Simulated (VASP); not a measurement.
Runs of VASP 6.6.1 on PbSe. Symmetry: Cmcm, No. 63, orthorhombic system. The conventional cell has a = 4.310 Å, b = 12.268 Å, c = 4.450 Å, α = 90.00°, β = 90.00°, γ = 90.00°. Pb (site symmetry m2m) has 5 Se at 2.82 to 3.10 Å within 3.7 Å. Se (site symmetry m2m) has 5 Pb at 2.82 to 3.10 Å within 3.7 Å. 

```tsv
k mesh	gap on the mesh (eV)	pressure (GPa)	largest force (eV/Å)
2 × 2 × 2	1.02	-1.7	0.88
8 × 8 × 6	0.97	-3.2	0.08
6 × 6 × 6	1.02	-3.2	0.08
6 × 6 × 4	1.09	-3.2	(b)
4 × 4 × 4	(a)	-3.3	0.08
```

Alike in all rows: task single point; level LDA; potentials or basis VASP PAW LDA potentials, release 64 (Pb_d, Se); no spin polarisation; cell as given; cutoff (eV) 520; smearing methfessel-paxton 0.01 eV.

**Question.** Estimate the missing entries.

**Answer.** (a) 1.10; (b) 0.09.

Caveats: some runs use coarse meshes; spin-orbit coupling is left out, which moves the levels of the heavy elements.

A k mesh can miss the band edges, and the runs leave out spin-orbit coupling on Pb, Se.
